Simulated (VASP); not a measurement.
# CsLiCr2Te2S3 (P3m1) in VASP: notebook

The runs below take CsLiCr2Te2S3 through single point, with RPBE, PBEsol.

Everything below comes from runs of VASP 6.6.1. Logs are shortened: lines on timing, memory, paths and dates and some standing lists are left out, and cuts for length are marked.

### 1 The cell of the first run

Symmetry: P3m1, No. 156, trigonal system. The conventional cell has a = 3.661 Å, b = 3.661 Å, c = 20.579 Å, α = 90.00°, β = 90.00°, γ = 120.00°. Cs (site symmetry 3m) has 3 S at 3.44 Å and 6 Cs at 3.66 Å and 3 Te at 3.82 Å and 3 Cr at 4.50 Å within 4.5 Å. Within 3.7 Å of Li (site symmetry 3m) lie 6 S at 2.67 to 2.71 Å and 6 Cr at 3.59 to 3.62 Å and 6 Li at 3.66 Å. Within 3.2 Å of Cr (site symmetry 3m) lie 3 S at 2.44 Å and 3 Te at 2.76 Å. Within 3.2 Å of Cr (site symmetry 3m) lie 6 S at 2.46 to 2.48 Å. Within 4.8 Å of Te (site symmetry 3m) lie 6 Te at 3.66 Å and 3 Cs at 3.82 Å. Within 3.7 Å of Te (site symmetry 3m) lie 3 Cr at 2.76 Å and 6 Te at 3.66 Å and 3 S at 3.66 Å. S (site symmetry 3m) has 3 Cr at 2.48 Å and 3 Li at 2.67 Å and 3 S at 3.32 Å within 3.4 Å. Within 3.2 Å of S (site symmetry 3m) lie 3 Cr at 2.44 Å and 3 Li at 2.71 Å.

### 2 Single point, RPBE, collinear spin, ferromagnetic start

File INCAR:

```
SYSTEM = CsLiCr2Te2S3
PREC = Accurate
ENCUT = 520
EDIFF = 1E-6
ISMEAR = -1
SIGMA = 0.05
LREAL = .FALSE.
LASPH = .TRUE.
NELM = 150
ALGO = Normal
ISIF = 2
LWAVE = .FALSE.
LCHARG = .FALSE.
ISPIN = 2
MAGMOM = 0 0 3 3 0 0 0 0 0
LORBIT = 11
LMAXMIX = 4
GGA = RP
NBANDS = 47
```

File KPOINTS:

```
regular mesh
0
G
  6 6 1
  0 0 0
```

File POSCAR:

```
CsLiCr2Te2S3
1.0
    3.6609898768      0.0000000000      0.0000000000
   -1.8304949384      3.1705102363      0.0000000000
    0.0000000000      0.0000000000     20.5790987504
Cs Li Cr Te S
1 1 2 2 3
Direct
    0.0000000000      0.0000000000      0.3578503540
    0.6666666667      0.3333333333      0.0221171171
    0.0000000000      0.0000000000      0.8808677110
    0.3333333333      0.6666666667      0.1648607347
    0.3333333333      0.6666666667      0.5123357837
    0.6666666667      0.3333333333      0.7944725066
    0.0000000000      0.0000000000      0.1016804383
    0.3333333333      0.6666666667      0.9397738539
    0.6666666667      0.3333333333      0.2260515006
```

Potentials or basis: VASP PAW PBE potentials, release 64 (Cs_sv, Li_sv, Cr_pv, Te, S).

Started as:

```
$ cat potpaw_PBE.64/Cs_sv/POTCAR potpaw_PBE.64/Li_sv/POTCAR potpaw_PBE.64/Cr_pv/POTCAR potpaw_PBE.64/Te/POTCAR potpaw_PBE.64/S/POTCAR > POTCAR
$ mpirun -np 1 vasp_std > vasp.out
```

OUTCAR:

```text
SYSTEM = CsLiCr2Te2S3
   PREC = Accurate
   ENCUT = 520
   EDIFF = 1E-6
   ISMEAR = -1
   LREAL = .FALSE.
   LASPH = .TRUE.
   NELM = 150
   ISIF = 2
   ISPIN = 2
   LORBIT = 11
   GGA = RP

 ion  position               nearest neighbor table
   1  0.000  0.000  0.358-
   2  0.667  0.333  0.022-   7 2.67   7 2.67   7 2.67
   3  0.000  0.000  0.881-   8 2.44   8 2.44   8 2.44   6 2.76   6 2.76   6 2.76
   4  0.333  0.667  0.165-   9 2.46   9 2.46   9 2.46   7 2.48   7 2.48   7 2.48
   5  0.333  0.667  0.512-
   6  0.667  0.333  0.794-   3 2.76   3 2.76   3 2.76
   7  0.000  0.000  0.102-   4 2.48   4 2.48   4 2.48   2 2.67   2 2.67   2 2.67
   8  0.333  0.667  0.940-   3 2.44   3 2.44   3 2.44
   9  0.667  0.333  0.226-   4 2.46   4 2.46   4 2.46

  LATTYP: Found a hexagonal cell.
 ALAT       =     3.6609898768
 C/A-ratio  =     5.6211842816

  Lattice vectors:

 A1 = (   3.6609898768,   0.0000000000,   0.0000000000)
 A2 = (  -1.8304949384,   3.1705102363,   0.0000000000)
 A3 = (   0.0000000000,   0.0000000000,  20.5790987504)

Analysis of symmetry for initial positions (statically):
=====================================================================
 Subroutine PRICEL returns:
 Original cell was already a primitive cell.

 Routine SETGRP: Setting up the symmetry group for a
 hexagonal supercell.

 Subroutine GETGRP returns: Found  6 space group operations
 (whereof  6 operations were pure point group operations)
 out of a pool of 24 trial point group operations.

The static configuration has the point symmetry C_3v.

Analysis of symmetry for dynamics (positions and initial velocities):
=====================================================================
 Subroutine PRICEL returns:
 Original cell was already a primitive cell.

 Routine SETGRP: Setting up the symmetry group for a
 hexagonal supercell.

 Subroutine GETGRP returns: Found  6 space group operations
 (whereof  6 operations were pure point group operations)
 out of a pool of 24 trial point group operations.

The dynamic configuration has the point symmetry C_3v.

Analysis of structural, dynamic, and magnetic symmetry:
=====================================================================
 Subroutine PRICEL returns:
 Original cell was already a primitive cell.

 Routine SETGRP: Setting up the symmetry group for a
 hexagonal supercell.

[... 142 lines left out ...]
  ext. energy  EPLUGINS =         0.00000000
  ---------------------------------------------------
  free energy    TOTEN  =       -43.39765529 eV

  energy without entropy =      -43.36916380  energy(sigma->0) =      -43.38340954

 E-fermi :   4.0777     XC(G=0):  -8.5794

 val. band max:        4.0741663900   @ k =   0.1667  -0.0000   0.0000
 cond. band min:       4.0962663842   @ k =   0.1667  -0.0000   0.0000
 fundamental gap:      0.0220999941
 Fermi energy:         4.0777217070

 spin component 1

 k-point     1 :       0.0000    0.0000    0.0000
  band No.  band energies     occupation
      1     -42.6130      1.00000
      2     -40.5852      1.00000
      3     -40.5629      1.00000
      4     -40.5629      1.00000
      5     -40.1703      1.00000
      6     -40.1629      1.00000
[... 325 lines left out ...]
     44       8.6292      0.00000
     45       8.7930      0.00000
 Fermi energy:         4.0777217070

 spin component 2

 k-point     1 :       0.0000    0.0000    0.0000
  band No.  band energies     occupation
      1     -42.6153      1.00000
      2     -37.5308      1.00000
      3     -37.5308      1.00000
      4     -37.5149      1.00000
      5     -37.2610      1.00000
      6     -37.1832      1.00000
[... 325 lines left out ...]
     44       8.6413      0.00000
     45       8.8831      0.00000
 [bands above 45 left out]

------------------------ aborting loop because EDIFF is reached ----------------------------------------

  FORCE on cell =-STRESS in cart. coord.  units (eV):
  Direction    XX          YY          ZZ          XY          YZ          ZX
  --------------------------------------------------------------------------------------
  -------------------------------------------------------------------------------------
  Total       -0.0365212     -0.0365212     -0.0322465      0.0000000      0.0000000     -0.0000000
  in kB       -0.2449636     -0.2449636     -0.2162911      0.0000000      0.0000000     -0.0000000
  external PRESSURE =      -0.2354061 kB  Pullay stress =       0.0000000 kB

 VOLUME and BASIS-vectors are now :
 -----------------------------------------------------------------------------
  energy-cutoff  :      520.00
  volume of cell :      238.87
      direct lattice vectors                 reciprocal lattice vectors
     3.660989877  0.000000000  0.000000000     0.273150168  0.157703323  0.000000000
    -1.830494938  3.170510236  0.000000000     0.000000000  0.315406646  0.000000000
     0.000000000  0.000000000 20.579098750     0.000000000  0.000000000  0.048592993

 POSITION                                       TOTAL-FORCE (eV/Angst)
 -----------------------------------------------------------------------------------
      0.00000      0.00000      7.36424         0.000000      0.000000      0.001765
      1.83049      1.05684      0.45515        -0.000000      0.000000      0.002784
      0.00000      0.00000     18.12746         0.000000     -0.000000      0.004636
     -0.00000      2.11367      3.39269         0.000000     -0.000000     -0.003870
     -0.00000      2.11367     10.54341         0.000000      0.000000      0.012390
      1.83049      1.05684     16.34953         0.000000      0.000000     -0.005809
      0.00000      0.00000      2.09249         0.000000      0.000000     -0.011541
     -0.00000      2.11367     19.33970         0.000000      0.000000      0.009240
      1.83049      1.05684      4.65194         0.000000      0.000000     -0.009596
 -----------------------------------------------------------------------------------
    total drift:                                0.000002     -0.000002      0.001110

  FREE ENERGIE OF THE ION-ELECTRON SYSTEM (eV)
  ---------------------------------------------------
  free  energy   TOTEN  =       -43.3976552922 eV

  energy  without entropy=      -43.3691637963  energy(sigma->0) =      -43.38340954

 total charge

# of ion       s       p       d       tot
------------------------------------------
    1        1.842   4.717   0.073   6.632
    2        2.004   0.024   0.000   2.029
    3        0.268   6.233   4.072  10.573
    4        0.264   6.240   4.002  10.505
    5        1.412   1.808   0.014   3.235
    6        1.391   1.944   0.032   3.367
    7        1.327   2.429   0.000   3.755
    8        1.327   2.423   0.000   3.750
    9        1.330   2.420   0.000   3.750
--------------------------------------------------
tot         11.165  28.237   8.194  47.596

 magnetization (x)

# of ion       s       p       d       tot
------------------------------------------
    1        0.000  -0.002   0.001  -0.001
    2        0.000  -0.001   0.000  -0.001
    3        0.039   0.033   2.841   2.913
    4        0.041   0.040   2.909   2.990
    5       -0.000  -0.002   0.000  -0.003
    6       -0.005  -0.181   0.002  -0.184
    7       -0.004  -0.076   0.000  -0.080
    8       -0.005  -0.087   0.000  -0.092
    9       -0.005  -0.088   0.000  -0.093
--------------------------------------------------
tot          0.061  -0.364   5.753   5.450
```

stdout:

```text
POSCAR found type information on POSCAR CsLiCrTeS
 POSCAR found :  5 types and       9 ions
 scaLAPACK will be used
 -----------------------------------------------------------------------------
|                                                                             |
|                                                                             |
|     You enforced a specific xc type in the INCAR file but a different       |
|     I HOPE YOU KNOW WHAT YOU ARE DOING!                                     |
|                                                                             |
 -----------------------------------------------------------------------------

 LDA part: xc-table for (Slater+PW92), standard interpolation
 POSCAR, INCAR and KPOINTS ok, starting setup
 FFT: planning ... GRIDC
 FFT: planning ... GRID_SOFT
 FFT: planning ... GRID
 WAVECAR not read
 entering main loop
```

It took 6.2 min on 1 thread of Intel Xeon Platinum 8259CL at 2.50GHz (Skylake/Cascade Lake), shared host; peak memory 0.53 GiB.

What came out:

```yaml
Free_energy: -43.3977 eV
Largest_force: 0.012 eV/Å
Net_moment: 5.75 μB per cell
Site_moments: Cs -0.00; Li -0.00; Cr +2.91, +2.99; Te -0.00, -0.18; S -0.08, -0.09 (each value once) μB
Valence_electrons_inside_the_program's_atomic_spheres: Cs 6.63; Li 2.03; Cr 10.57, 10.51; Te 3.23, 3.37; S 3.75
```

Forces on the atoms (eV/Å):
```
Cs   0.000  0.000  0.002
Li   0.000  0.000  0.003
Cr   0.000  0.000  0.005
Cr   0.000  0.000 -0.004
Te   0.000  0.000  0.012
Te   0.000  0.000 -0.006
S    0.000  0.000 -0.012
S    0.000  0.000  0.009
S    0.000  0.000 -0.010
```

Caveat: the cutoff is under 1.25 times the usual one of these potentials, so pressure, stress and relaxed cells hold a basis-set (Pulay) error; the PAW data sets were made with another functional, which shifts forces and pressure a little; spin-orbit coupling is left out, which moves the levels of the heavy elements; only a ferromagnetic start was run, and an antiferromagnetic order may lie lower in energy.

### 3 Single point, PBEsol, collinear spin, ferromagnetic start

This run uses another cell than the first one, of 21.74 Å³/atom.

File INCAR:

```
SYSTEM = CsLiCr2Te2S3
  PREC = Accurate
  ENCUT = 520
  EDIFF = 1E-6
  ISMEAR = -1
  SIGMA = 0.05
  LREAL = .False.
  LASPH = .True.
  NELM = 150
  ALGO = Normal
  ISIF = 2
  LWAVE = .False.
  LCHARG = .False.
  ISPIN = 2
  MAGMOM = 0 0 3 3 0 0 0 0 0
  LORBIT = 11
  LMAXMIX = 4
  GGA = PS
  NBANDS = 47
```

File KPOINTS:

```
Automatic mesh
0
Gamma
  6 6 1
  0 0 0
```

File POSCAR:

```
CsLiCr2Te2S3
1.0
    3.5422438583      0.0000000000      0.0000000000
   -1.7711219291      3.0676731677      0.0000000000
    0.0000000000      0.0000000000     18.0088436188
Cs Li Cr Te S
1 1 2 2 3
Direct
    0.0000000000      0.0000000000      0.3840645693
    0.6666666667      0.3333333333      0.0117469651
    0.0000000000      0.0000000000      0.8571461190
    0.3333333333      0.6666666667      0.1707541341
    0.3333333333      0.6666666667      0.5560018270
    0.6666666667      0.3333333333      0.7594800213
    0.0000000000      0.0000000000      0.0995855220
    0.3333333333      0.6666666667      0.9217931666
    0.6666666667      0.3333333333      0.2394376756
```

Potentials or basis: VASP PAW PBE potentials, release 64 (Cs_sv, Li_sv, Cr_pv, Te, S).

Started as:

```
$ cat potpaw_PBE.64/Cs_sv/POTCAR potpaw_PBE.64/Li_sv/POTCAR potpaw_PBE.64/Cr_pv/POTCAR potpaw_PBE.64/Te/POTCAR potpaw_PBE.64/S/POTCAR > POTCAR
$ mpirun -np 1 vasp_std > vasp.out
```

Wall time 5.6 min (1 thread of Intel Xeon 8259CL, shared host); peak memory 0.47 GiB.

Results (log left out):

```
Free energy                                           : -49.3958 eV
Largest force                                         : 0.020 eV/Å
Net moment                                            : 5.60 μB per cell
Site moments                                          : Cs +0.00; Li -0.00; Cr +2.67, +2.88; Te +0.02, -0.16; S -0.05, -0.07, -0.06 μB
Valence electrons inside the program's atomic spheres : Cs 6.61; Li 2.05; Cr 10.73, 10.66; Te 3.25, 3.38; S 3.74, 3.73 (each value once)
```

Forces in eV/Å, atoms in the order of the input:
```
Cs   0.000  0.000  0.004
Li   0.000  0.000  0.001
Cr   0.000  0.000  0.000
Cr   0.000  0.000  0.000
Te   0.000  0.000  0.020
Te   0.000  0.000 -0.013
S    0.000  0.000 -0.008
S    0.000  0.000  0.010
S    0.000  0.000 -0.014
```

Levels at points of the mesh, in eV from the Fermi level:
Spin up:
```tsv
k point	band 32	band 33	band 34	band 35	band 36	band 37	band 38	band 39	band 40	band 41
(0.00, 0.00, 0.00)	-1.05	-0.42	0.46	0.46	1.17	1.68	1.68	2.10	2.10	2.85
(0.50, 0.00, 0.00)	-1.38	-1.23	-1.13	-0.88	-0.78	0.36	0.57	1.26	1.43	1.66
```
Spin down:
```csv
k point,band 27,band 28,band 29,band 30,band 31,band 32,band 33,band 34
"(0.00, 0.00, 0.00)",-1.06,0.68,0.68,0.73,0.73,0.97,0.97,1.01
"(0.50, 0.00, 0.00)",-2.80,-2.14,-1.14,-1.01,0.11,0.41,0.48,0.91
```

Caveat: the cutoff is under 1.25 times the usual one of these potentials, so pressure, stress and relaxed cells hold a basis-set (Pulay) error; the PAW data sets were made with another functional, which shifts forces and pressure a little; spin-orbit coupling is left out, which moves the levels of the heavy elements; only a ferromagnetic start was run, and an antiferromagnetic order may lie lower in energy. With open d or f shells a metallic result of PBEsol can be an artefact of self-interaction; +U or a hybrid may open a gap.
